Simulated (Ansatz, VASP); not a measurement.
# HfO2: VASP beside Ansatz

Contents of INCAR:

```
PREC = Accurate
ENCUT = 520
EDIFF = 1E-6
ISMEAR = -1
SIGMA = 0.02
LREAL = F
LASPH = T
NELM = 80
ALGO = Normal
ISIF = 2
LWAVE = F
LCHARG = F
GGA = PE
NBANDS = 56
```

Contents of KPOINTS:

```
Automatic mesh
0
Gamma
  6 6 6
```

The input POSCAR:

```
HfO2
1.0
    5.1415761642      0.0000000000      0.0000000000
    0.0000000000      4.9297615455      0.0000000000
    0.0000000000      0.0000000000      4.9581130347
Hf O
4 8
Direct
    0.0332084311      0.2693609075      0.2471539882
    0.4667915689      0.2693609075      0.7471539882
    0.5332084311      0.7306390925      0.2471539882
    0.9667915689      0.7306390925      0.7471539882
    0.3771656204      0.0821184492      0.3686728124
    0.1228343796      0.0821184492      0.8686728124
    0.7415311998      0.4530710774      0.4971731994
    0.7584688002      0.4530710774      0.9971731994
    0.2584688002      0.5469289226      0.9971731994
    0.2415311998      0.5469289226      0.4971731994
    0.8771656204      0.9178815508      0.3686728124
    0.6228343796      0.9178815508      0.8686728124
```

Input for Ansatz:

```yaml
crystal:
  lattice:
    - [5.1415761642, 0.0, 0.0]
    - [0.0, 4.9297615455, 0.0]
    - [0.0, 0.0, 4.9581130347]
  atoms:
    - { symbol: Hf, position: [0.0332084311, 0.2693609075, 0.2471539882] }
    - { symbol: Hf, position: [0.4667915689, 0.2693609075, 0.7471539882] }
    - { symbol: Hf, position: [0.5332084311, 0.7306390925, 0.2471539882] }
    - { symbol: Hf, position: [0.9667915689, 0.7306390925, 0.7471539882] }
    - { symbol: O, position: [0.3771656204, 0.0821184492, 0.3686728124] }
    - { symbol: O, position: [0.1228343796, 0.0821184492, 0.8686728124] }
    - { symbol: O, position: [0.7415311998, 0.4530710774, 0.4971731994] }
    - { symbol: O, position: [0.7584688002, 0.4530710774, 0.9971731994] }
    - { symbol: O, position: [0.2584688002, 0.5469289226, 0.9971731994] }
    - { symbol: O, position: [0.2415311998, 0.5469289226, 0.4971731994] }
    - { symbol: O, position: [0.8771656204, 0.9178815508, 0.3686728124] }
    - { symbol: O, position: [0.6228343796, 0.9178815508, 0.8686728124] }
kpoints:
  mp_grid: { grid: [6, 6, 6] }
  band_path:
    path:
      - [0.0, 0.0, 0.0]
      - [0.5, 0.0, 0.0]
      - [0.5, 0.5, 0.0]
      - [0.0, 0.5, 0.0]
      - [0.0, 0.0, 0.5]
      - [0.5, 0.0, 0.5]
      - [0.5, 0.5, 0.5]
      - [0.0, 0.5, 0.5]
      - [0.1, 0.5, 0.0]
      - [0.229167, -0.5, 0.34375]
    npoints: 1
hamiltonian:
  xc: pbe
scf:
  occupations: { method: fermi_dirac, width: 0.02 }
  n_extra_bands: 7
output:
  forces: true
  stress: true
  eigenvalues: true
  write_density: true
  write_potential: true
  elf: true
  volumetric_format: npy
```

Change from the starting cell: hydrostatic strain -2.0%.

Alike in both runs: task single point; functional PBE; k mesh 6 × 6 × 6; occupations fermi-dirac, width 0.02 eV; no spin polarisation.

|  | VASP | Ansatz |
| --- | --- | --- |
| version | VASP 6.6.1 | Ansatz 0.2.0 |
| potentials or method | VASP PAW PBE potentials, release 64 (Hf_pv, O) | plane waves, PAW |
| plane-wave cutoff (eV) | 520 | 420 |
| valence electrons in the cell | 88 | 152 |

```tsv
	VASP	Ansatz	Ansatz less VASP
gap on the k mesh at the Fermi level (eV)	4.62	4.65	+0.025
pressure (GPa)	17.5	21.2	+3.68
traceless stress, the component that is largest in VASP (GPa)	-1.19	-1.31	-0.115
rms of the force components (eV/Å)	0.022	0.031	+0.0093
```

Atom by atom the forces differ by 0.032 eV/Å (rms over components). VASP's potentials hold 88 valence electrons a cell and Ansatz's 152, so a difference there can come from the potentials and not from the codes.

Spin-orbit coupling is off throughout.
